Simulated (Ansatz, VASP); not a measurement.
CuO: VASP beside Ansatz

```
CELL_PARAMETERS angstrom
2.30558 -1.72961 0.07281
2.31576 1.74354 0.04815
-0.70809 -0.03897 5.12907
ATOMIC_POSITIONS crystal
Cu 0.01425 0.47965 0.06043
Cu 0.47088 0.15407 0.47412
O 0.56927 0.29603 0.26394
O 0.44560 0.57025 0.70150
```

Alike in both runs: functional PBE; k mesh 10 × 10 × 5; occupations fermi-dirac, width 0.05 eV; no spin polarisation; Hubbard terms Cu d U = 6.0 eV.

|  | VASP | Ansatz |
| --- | --- | --- |
| version | VASP 6.6.1 | Ansatz 0.2.0 |
| potentials or method | VASP PAW PBE potentials, release 64 (Cu, O) | Ansatz PAW |
| plane-wave cutoff (eV) | 520 | 420 |
| valence electrons in the cell | 34 | 50 |
| task | single point | band structure |

|  | VASP | Ansatz | Ansatz less VASP |
| --- | --- | --- | --- |
| gap on the k mesh at the Fermi level (eV) | none | none | - |
| rms of the force components (eV/Å) | 14.413 | 17.412 | +2.9992 |

The programs project onto different local orbitals, so the same U acts differently, and such runs can settle in different states. Atom by atom the forces differ by 3.004 eV/Å (rms over components). A gap of «none» marks a metal or a gap that the smearing closes. VASP's potentials hold 34 valence electrons a cell and Ansatz's 50, so a difference there can come from the potentials and not from the codes.

Noted on Ansatz's run: the cell as given lies far from equilibrium.
